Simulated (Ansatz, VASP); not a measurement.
Cu in VASP and in Ansatz

File INCAR:

```
PREC = Accurate
ENCUT = 600
EDIFF = 1E-6
ISMEAR = -1
SIGMA = 0.05
LREAL = F
LASPH = T
NELM = 120
ALGO = Normal
ISIF = 2
LWAVE = F
LCHARG = T
GGA = RE
LELF = T
LVHAR = T
NBANDS = 12
GGA_COMPAT = F
```

File KPOINTS:

```
regular mesh
0
Gamma
  7 7 7
```

POSCAR

```
Cu
1.0
    0.0000000000      1.8075000000      1.8075000000
    1.8075000000      0.0000000000      1.8075000000
    1.8075000000      1.8075000000      0.0000000000
Cu
1
Direct
    0.0000000000      0.0000000000      0.0000000000
```

input.yaml

```yaml
crystal:
  lattice:
    - [0.0, 1.8075, 1.8075]
    - [1.8075, 0.0, 1.8075]
    - [1.8075, 1.8075, 0.0]
  atoms:
    - { symbol: Cu, position: [0.0, 0.0, 0.0] }
hamiltonian:
  xc: revpbe
  pseudopotentials: { kind: paw }
kpoints:
  mp_grid: { grid: [7, 7, 7] }
scf:
  occupations: { method: fermi_dirac, width: 0.05 }
  n_extra_bands: 6
output:
  forces: true
  stress: true
  eigenvalues: true
  dos: { projected: true, de: 0.05, nscf_kmesh: { grid: [11, 11, 11] } }
```

Alike in both runs: functional revPBE; k mesh 7 × 7 × 7; occupations fermi-dirac, width 0.05 eV; no spin polarisation.

|  | VASP | Ansatz |
| --- | --- | --- |
| version | VASP 6.6.1 | Ansatz 0.2.0 |
| potentials or method | VASP PAW PBE potentials, release 64 (Cu) | Ansatz PAW |
| plane-wave cutoff (eV) | 600 | 420 |
| valence electrons in the cell | 11 | 19 |
| task | single point | projected density of states |

Ansatz gave:

* gap on the k mesh at the Fermi level (eV): none
* pressure (GPa): 5.2

Q: What did VASP give for the same quantities?

A: gap on the k mesh at the Fermi level (eV): none; pressure (GPa): 5.8.

VASP's potentials were made for PBE, not for revPBE. A gap of «none» marks a metal or a gap that the smearing closes. VASP's potentials hold 11 valence electrons a cell and Ansatz's 19, so a difference there can come from the potentials and not from the codes.

The k mesh is coarse, so the values compare programs but aren't converged.
